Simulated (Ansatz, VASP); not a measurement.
## Si3Bi2TeSe2 in VASP and in Ansatz

```
CELL_PARAMETERS angstrom
-2.94409 2.94409 5.69952
2.94409 -2.94409 5.69952
2.94409 2.94409 -5.69952
ATOMIC_POSITIONS crystal
Si 0.23154 0.23154 0.00000
Si 0.76846 0.76846 0.00000
Si 0.00000 0.00000 0.00000
Bi 0.25000 0.75000 0.50000
Bi 0.75000 0.25000 0.50000
Te 0.50000 0.50000 0.00000
Se 0.00000 0.50000 0.50000
Se 0.50000 0.00000 0.50000
```

Alike in both runs: functional PBE; k mesh 3 × 3 × 3; occupations gaussian, width 0.15 eV; no spin polarisation.

Ansatz relaxed the structure, and its values are those at the end. VASP's run is a single point on that final structure, the one shown.

|  | VASP | Ansatz |
| --- | --- | --- |
| version | VASP 6.6.1 | Ansatz 0.2.0 |
| potentials or method | VASP PAW PBE potentials, release 64 (Si, Bi_d, Te, Se), cutoff 500 eV | scalar-relativistic, plane waves, PAW |
| valence electrons in the cell | 60 | 90 |

|  | VASP | Ansatz | Ansatz less VASP |
| --- | --- | --- | --- |
| gap on the k mesh at the Fermi level (eV) | none | none | - |
| pressure (GPa) | 0.1 | 0.1 | +0.01 |
| rms of the force components (eV/Å) | 0.004 | 0.004 | -0.0002 |

A gap of «none» marks a metal or a gap that the smearing closes. The functional is the same, so the differences come from potentials, cutoffs and numerics. VASP's potentials hold 60 valence electrons a cell and Ansatz's 90, so a difference there can come from the potentials and not from the codes.

The k mesh is coarse, so the values compare programs but aren't converged. Spin-orbit coupling is off throughout.
